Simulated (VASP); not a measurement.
Wanted: the native input for a VASP 6.6.1 run.

* Task: single point
* Functional: PBEsol
* Potentials or basis: VASP PAW PBE potentials, release 64 (Hf_pv, O)
* Cutoff: 520 eV
* k mesh: 8 × 8 × 8
* Occupations: gaussian, width 0.05 eV
* Spin: no spin polarisation
* Dipole correction: no
* Further INCAR settings: ALGO = Normal; EDIFF = 1e-06; NBANDS = 18

The structure of HfO2 lies in POSCAR:

```
HfO2
1.0
    0.0000000000      2.5220673956      2.5220673956
    2.5220673956      0.0000000000      2.5220673956
    2.5220673956      2.5220673956      0.0000000000
Hf O
1 2
Direct
   -0.0011017646      0.0011017646      0.0011017646
    0.2561457517      0.2438542483      0.2438542483
    0.7561457517      0.7438542483      0.7438542483
```

This cell differs from its parent crystal: mode 4 frozen in at -0.031 Å and mode 5 at +0.000 Å (largest displacements).

The input as run:

INCAR

```
PREC     = Accurate       # precision mode
ENCUT    = 520            # plane-wave cutoff, eV
EDIFF    = 1E-6           # SCF threshold, eV
ISMEAR   = 0              # smearing method
SIGMA    = 0.05           # smearing width, eV
LREAL    = False          # projectors in reciprocal space
LASPH    = True           # aspherical terms in the spheres
NELM     = 100            # most SCF steps
ALGO     = Normal         # electronic algorithm
ISIF     = 2              # what is computed and relaxed
LWAVE    = False          # write WAVECAR
LCHARG   = False          # write CHGCAR
GGA      = PS             # functional
NBANDS   = 18             # bands
```

KPOINTS

```
Automatic mesh
0
Gamma
  8 8 8
```

Potentials or basis: VASP PAW PBE potentials, release 64 (Hf_pv, O).

Launch:

```bash
$ cat potpaw_PBE.64/Hf_pv/POTCAR potpaw_PBE.64/O/POTCAR > POTCAR
$ mpirun -np 1 vasp_std > vasp.out
```

It gave:

```json
{
  "Pressure": "-3.6 GPa",
  "Largest force": "0.199 eV/Å",
  "Band gap on the k mesh": "3.71 eV, direct"
}
```

Caveat: the cell differs from its parent crystal (mode 4 frozen in at -0.031 Å and mode 5 at +0.000 Å (largest displacements)); the PAW data sets were made with another functional, which shifts forces and pressure a little; spin-orbit coupling is left out, which moves the levels of the heavy elements.

It took 36 s on 1 thread of Intel(R) Xeon(R) Platinum 8488C (Sapphire Rapids), with other jobs on the host, peak memory 0.17 GiB.
